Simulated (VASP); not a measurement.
# Lu2Sc3N (P-6m2) in VASP: single point with PBE

Aim: the single point of Lu2Sc3N with PBE.

Program: VASP 6.6.1. These are calculated values, not measurements. Logs are shortened: lines on timing, memory, paths and dates and some standing lists are left out, and cuts for length are marked.

## 1. The cell of the first run

It takes space group P-6m2 (No. 187, hexagonal). The conventional cell has a = 4.249 Å, b = 4.249 Å, c = 9.256 Å, α = 90.00°, β = 90.00°, γ = 120.00°. Within 4.4 Å of Lu (site symmetry 3m) lie 9 Sc at 3.36 to 3.38 Å and 3 N at 3.38 Å and 6 Lu at 4.25 Å. Within 3.2 Å of Sc (site symmetry -6m2) lie 3 Sc at 2.45 Å. Sc (site symmetry -6m2) has 3 N at 2.45 Å within 3.2 Å. Within 3.2 Å of Sc (site symmetry -6m2) lie 3 Sc at 2.45 Å. N (site symmetry -6m2) has 3 Sc at 2.45 Å within 3.2 Å.

## 2. Single point, PBE

INCAR

```
  PREC = Accurate
  ENCUT = 520
  EDIFF = 1E-6
  ISMEAR = 0
  SIGMA = 0.1
  LREAL = F
  LASPH = T
  NELM = 60
  ALGO = Normal
  ISIF = 2
  LWAVE = F
  LCHARG = F
  GGA = PE
  NBANDS = 53
```

KPOINTS

```
regular mesh
0
Gamma
  6 6 2
```

POSCAR

```
Lu2Sc3N
1.0
    4.2488328400      0.0000000000      0.0000000000
   -2.1244164200      3.6795971800      0.0000000000
    0.0000000000      0.0000000000      9.2558642600
Lu Sc N
2 3 1
Direct
    0.3333333300      0.6666666700      0.2516720000
    0.3333333300      0.6666666700      0.7483280000
    0.6666666700      0.3333333300      0.5000000000
    0.0000000000      0.0000000000      0.0000000000
    0.0000000000      0.0000000000      0.5000000000
    0.6666666700      0.3333333300      0.0000000000
```

Potentials or basis: VASP PAW PBE potentials, release 64 (Lu, Sc_sv, N).

Started as:

```bash
cat potpaw_PBE.64/Lu/POTCAR potpaw_PBE.64/Sc_sv/POTCAR potpaw_PBE.64/N/POTCAR > POTCAR
mpirun -np 1 vasp_std > vasp.out
```

OUTCAR:

```text
PREC = Accurate
   ENCUT = 520
   EDIFF = 1E-6
   ISMEAR = 0
   LREAL = F
   LASPH = T
   NELM = 60
   ISIF = 2
   GGA = PE

 ion  position               nearest neighbor table
   1  0.333  0.667  0.252-   5 3.36   3 3.36   3 3.36   5 3.36   5 3.36   3 3.36   4 3.38   4 3.38
                             4 3.38
   2  0.333  0.667  0.748-   5 3.36   3 3.36   3 3.36   5 3.36   5 3.36   3 3.36   4 3.38   4 3.38
                             4 3.38
   3  0.667  0.333  0.500-   5 2.45   5 2.45   5 2.45   2 3.36   1 3.36   2 3.36   1 3.36   1 3.36
                             2 3.36
   4  0.000  0.000  0.000-   6 2.45   6 2.45   6 2.45   1 3.38   2 3.38   1 3.38   2 3.38   1 3.38
                             2 3.38
   5  0.000  0.000  0.500-   3 2.45   3 2.45   3 2.45   1 3.36   2 3.36   1 3.36   2 3.36   1 3.36
                             2 3.36
   6  0.667  0.333  0.000-   4 2.45   4 2.45   4 2.45

  LATTYP: Found a hexagonal cell.
 ALAT       =     4.2488328400
 C/A-ratio  =     2.1784486725

  Lattice vectors:

 A1 = (   4.2488328400,   0.0000000000,   0.0000000000)
 A2 = (  -2.1244164200,   3.6795971800,   0.0000000000)
 A3 = (   0.0000000000,   0.0000000000,   9.2558642600)

Analysis of symmetry for initial positions (statically):
=====================================================================
 Subroutine PRICEL returns:
 Original cell was already a primitive cell.

 Routine SETGRP: Setting up the symmetry group for a
 hexagonal supercell.

 Subroutine GETGRP returns: Found 12 space group operations
 (whereof 12 operations were pure point group operations)
 out of a pool of 24 trial point group operations.

The static configuration has the point symmetry D_3h.

Analysis of symmetry for dynamics (positions and initial velocities):
=====================================================================
 Subroutine PRICEL returns:
 Original cell was already a primitive cell.

 Routine SETGRP: Setting up the symmetry group for a
 hexagonal supercell.

 Subroutine GETGRP returns: Found 12 space group operations
 (whereof 12 operations were pure point group operations)
 out of a pool of 24 trial point group operations.

The dynamic configuration has the point symmetry D_3h.

 Subroutine INISYM returns: Found 12 space group operations
 (whereof 12 operations are pure point group operations),
[... 92 lines left out ...]
   NELM   =     60;   NELMIN=  2; NELMDL= -5     # of ELM steps
   EDIFF  = 0.1E-05   stopping-criterion for ELM
   LREAL  =      F    real-space projection
   EDIFFG = 0.1E-04   stopping-criterion for IOM
   NSW    =      0    number of steps for IOM
   IBRION =     -1    ionic relax: 0-MD 1-quasi-New 2-CG
   NFREE  =      0    steps in history (QN), initial steepest desc. (CG)
   ISIF   =      2    stress and relaxation
   ISYM   =      2    0-nonsym 1-usesym 2-fastsym
   POTIM  = 0.5000    time-step for ionic-motion
   TEBEG  =    0.0;   TEEND  =   0.0 temperature during run
   PSTRESS=    0.0 pullay stress
   NELECT =      88.0000    total number of electrons
   NUPDOWN=      -1.0000    fix difference up-down
   EMIN   =  10.00;   EMAX   =-10.00  energy-range for DOS
   EFERMI =   0.00;   METHOD = LEGACY
   ISMEAR =     0;   SIGMA  =   0.10  broadening in eV -4-tet -1-fermi 0-gaus
   EFERMI_NEDOS =   21; number of points for ismear=-14 and -15
   IALGO  =     38    algorithm
   IMIX   =      4    mixing-type and parameters
     AMIX     =   0.40;   BMIX     =  1.00
     AMIX_MAG =   1.60;   BMIX_MAG =  1.00
  volume/ion in A,a.u.               =      24.12       162.75
  Fermi-wavevector in a.u.,A,eV,Ry     =   1.386990  2.621032 26.174100  1.923742
  Thomas-Fermi vector in A             =   2.511254
   LORBIT       =      0    0 simple, 1 ext, 2 COOP (PROOUT), +10 PAW based schemes
   GGA     = PE    functional components
   LHFCALC =     F    Hartree Fock is set to
   AEXX    =    0.0000 exact exchange contribution
   IVDW    =     0    specifies the selected vdW correction
   LEPSILON=     F    determine dielectric tensor
   LRPA    =     F    only Hartree local field effects (RPA)
 non-spin polarized calculation
 Gauss-broadening in eV      SIGMA  =   0.10
  energy-cutoff  :      520.00
  volume of cell :      144.71
 maximum number of plane-waves:      3914
 NGX is ok and might be reduce to    32
   NGX = 15   NGY = 15   NGZ = 35

 number of electron      87.9999988 magnetization

 Free energy of the ion-electron system (eV)
  ---------------------------------------------------
  ext. energy  EPLUGINS =         0.00000000
  ---------------------------------------------------
  free energy    TOTEN  =       -33.01178808 eV

  energy without entropy =      -32.96874552  energy(sigma->0) =      -32.99026680

 E-fermi :   2.9734     XC(G=0): -10.0499

 val. band max:        2.9250863276   @ k =   0.5000   0.0000   0.0000
 cond. band min:       2.9761619370   @ k =   0.1667   0.0000   0.5000
 fundamental gap:      0.0510756094
 Fermi energy:         2.9733677892

 k-point     1 :       0.0000    0.0000    0.0000
  band No.  band energies     occupation
      1     -53.7364      2.00000
      2     -53.7363      2.00000
      3     -47.4274      2.00000
      4     -46.1041      2.00000
      5     -45.4206      2.00000
      6     -26.0640      2.00000
[... 773 lines left out ...]
     52       4.8040      0.00000
     53       4.8187      0.00000

------------------------ aborting loop because EDIFF is reached ----------------------------------------

  FORCE on cell =-STRESS in cart. coord.  units (eV):
  Direction    XX          YY          ZZ          XY          YZ          ZX
  --------------------------------------------------------------------------------------
  -------------------------------------------------------------------------------------
  Total       -4.4029790     -4.4029790     -2.4405604      0.0000000     -0.0000000      0.0000000
  in kB      -48.7495146    -48.7495147    -27.0217358      0.0000000     -0.0000000      0.0000000
  external PRESSURE =     -41.5069217 kB  Pullay stress =       0.0000000 kB

 VOLUME and BASIS-vectors are now :
 -----------------------------------------------------------------------------
  energy-cutoff  :      520.00
  volume of cell :      144.71
      direct lattice vectors                 reciprocal lattice vectors
     4.248832840  0.000000000  0.000000000     0.235358753  0.135884439  0.000000000
    -2.124416420  3.679597180  0.000000000     0.000000000  0.271768879  0.000000000
     0.000000000  0.000000000  9.255864260     0.000000000  0.000000000  0.108039614

 POSITION                                       TOTAL-FORCE (eV/Angst)
 -----------------------------------------------------------------------------------
     -0.00000      2.45306      2.32944         0.000000     -0.000000      0.078185
     -0.00000      2.45306      6.92642        -0.000000     -0.000000     -0.078185
      2.12442      1.22653      4.62793        -0.000000      0.000000      0.000000
      0.00000      0.00000      0.00000         0.000000     -0.000000      0.000000
      0.00000      0.00000      4.62793         0.000000     -0.000000      0.000000
      2.12442      1.22653      0.00000        -0.000000     -0.000000      0.000000
 -----------------------------------------------------------------------------------
    total drift:                                0.000079     -0.000045      0.000000

  FREE ENERGIE OF THE ION-ELECTRON SYSTEM (eV)
  ---------------------------------------------------
  free  energy   TOTEN  =       -33.0117880770 eV

  energy  without entropy=      -32.9687455225  energy(sigma->0) =      -32.99026680
```

OSZICAR:

```text
N       E                     dE             d eps       ncg     rms          rms(c)
DAV:   1     0.113144225818E+04    0.11314E+04   -0.35074E+04  2187   0.460E+03
DAV:   2     0.152805762925E+03   -0.97864E+03   -0.94347E+03  1924   0.965E+02
DAV:   3    -0.138363148157E+02   -0.16664E+03   -0.16157E+03  2150   0.321E+02
DAV:   4    -0.370899649115E+02   -0.23254E+02   -0.22621E+02  2512   0.900E+01
[... 10 lines left out ...]
DAV:  15    -0.330117962069E+02    0.17246E-04   -0.21685E-04  2264   0.820E-02    0.154E-02
DAV:  16    -0.330117912502E+02    0.49566E-05   -0.69732E-05  2368   0.403E-02    0.975E-03
DAV:  17    -0.330117897139E+02    0.15363E-05   -0.62123E-06  1616   0.152E-02    0.561E-03
DAV:  18    -0.330117883466E+02    0.13673E-05   -0.53850E-06  1544   0.130E-02    0.337E-03
DAV:  19    -0.330117880770E+02    0.26965E-06   -0.12187E-06  1064   0.985E-03
   1 F= -.33011788E+02 E0= -.32990267E+02  d E =-.430426E-01
```

stdout:

```text
POSCAR found type information on POSCAR LuScN
 POSCAR found :  3 types and       6 ions
 scaLAPACK will be used
 LDA part: xc-table for (Slater+PW92), standard interpolation
 POSCAR, INCAR and KPOINTS ok, starting setup
 FFT: planning ... GRIDC
 FFT: planning ... GRID_SOFT
 FFT: planning ... GRID
 WAVECAR not read
 entering main loop
```

It took 4.5 min on 1 thread of Intel Xeon 8259CL, shared host; peak memory 0.32 GiB.

What came out:

- Free energy: -33.0118 eV
- Pressure: -4.2 GPa
- Largest force: 0.078 eV/Å
- Band gap on the k mesh: zero (band 44 reaches 3.10 eV, above the bottom of band 45 at 2.89 eV)

Forces in eV/Å, atoms in the order of the input:
```
Lu   0.000  0.000  0.078
Lu   0.000  0.000 -0.078
Sc   0.000  0.000  0.000
Sc   0.000  0.000  0.000
Sc   0.000  0.000  0.000
N    0.000  0.000  0.000
```

Stress tensor (GPa, compression positive):
```
-4.87  0.00  0.00
 0.00 -4.87  0.00
 0.00  0.00 -2.70
```

Levels at points of the mesh, in eV from the Fermi level:
| k point | band 41 | band 42 | band 43 | band 44 | band 45 | band 46 | band 47 | band 48 |
| --- | --- | --- | --- | --- | --- | --- | --- | --- |
| (0.00, 0.00, 0.00) | -0.81 | -0.20 | -0.09 | -0.09 | 0.33 | 0.33 | 1.03 | 1.03 |
| (0.50, 0.00, 0.00) | -1.40 | -1.10 | -0.38 | -0.05 | 0.06 | 0.21 | 0.64 | 0.64 |
| (0.00, 0.00, 0.50) | -0.70 | 0.01 | 0.12 | 0.12 | 0.22 | 0.22 | 0.65 | 0.65 |
| (0.50, 0.00, 0.50) | -1.40 | -0.87 | -0.51 | -0.35 | 0.08 | 0.12 | 0.67 | 0.71 |

Caveat: spin-orbit coupling is left out, which moves the levels of the heavy elements.
